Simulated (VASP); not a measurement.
Write the native input for VASP 6.6.1 that does the following.

```yaml
Task: single point
Functional: r2SCAN
Potentials_or_basis: VASP PAW PBE potentials, release 64 (Al, Sn_d)
Cutoff: 520 eV
k_mesh: 8 × 8 × 9
Occupations: methfessel-paxton, width 0.1 eV
Spin: no spin polarisation
Dipole_correction: no
Further_INCAR_settings: ALGO = Normal; EDIFF = 1e-07; NBANDS = 16
```

Crystal: AlSn.

```
Al Sn
1.0
     4.33362    0.00000    0.00000
    -2.16681    3.75303    0.00000
     0.00000    0.00000    3.41359
Al Sn
1 1
Direct
  0.00000 0.00000 0.00000
  0.33333 0.66667 0.50000
```

One way to write it, as run:

POSCAR

```
AlSn
1.0
    4.3336213464      0.0000000000      0.0000000000
   -2.1668106732      3.7530257182      0.0000000000
    0.0000000000      0.0000000000      3.4135924030
Al Sn
1 1
Direct
    0.0000000000      0.0000000000      0.0000000000
    0.3333333333      0.6666666667      0.5000000000
```

INCAR.step1

```
PREC     = Accurate       # precision mode
ENCUT    = 520            # plane-wave cutoff, eV
ISMEAR   = 1              # smearing method
SIGMA    = 0.1            # smearing width, eV
LREAL    = F              # projectors in reciprocal space
LASPH    = T              # aspherical terms in the spheres
NELM     = 60             # most SCF steps
NBANDS   = 16             # bands
GGA      = PE             # functional
ALGO     = Normal         # electronic algorithm
EDIFF    = 1E-4           # SCF threshold, eV
LWAVE    = T              # write WAVECAR
LCHARG   = F              # write CHGCAR
```

INCAR.step2

```
PREC     = Accurate       # precision mode
ENCUT    = 520            # plane-wave cutoff, eV
EDIFF    = 1E-7           # SCF threshold, eV
ISMEAR   = 1              # smearing method
SIGMA    = 0.1            # smearing width, eV
LREAL    = F              # projectors in reciprocal space
LASPH    = T              # aspherical terms in the spheres
NELM     = 60             # most SCF steps
ALGO     = Normal         # electronic algorithm
ISIF     = 2              # what is computed and relaxed
LWAVE    = F              # write WAVECAR
LCHARG   = T              # write CHGCAR
METAGGA  = R2SCAN         # meta-GGA
LMIXTAU  = T            
LELF     = T              # ELF
LVHAR    = T            
NBANDS   = 16             # bands
ISTART   = 1
```

KPOINTS

```
Automatic mesh
0
Gamma
  8 8 9
```

Potentials or basis: VASP PAW PBE potentials, release 64 (Al, Sn_d).

Command:

```sh
$ cat potpaw_PBE.64/Al/POTCAR potpaw_PBE.64/Sn_d/POTCAR > POTCAR
$ cp INCAR.step1 INCAR
$ mpirun -np 1 vasp_std > vasp.out
$ cp INCAR.step2 INCAR
$ mpirun -np 1 vasp_std > vasp.out
```

Results of the run:

```yaml
Pressure: -5.1 GPa
```

Caveat: the PAW data sets were made with another functional, which shifts forces and pressure a little.

Run time: 70 s on 1 thread of Intel Xeon 6975P-C (shared host), peak memory 0.2 GiB.
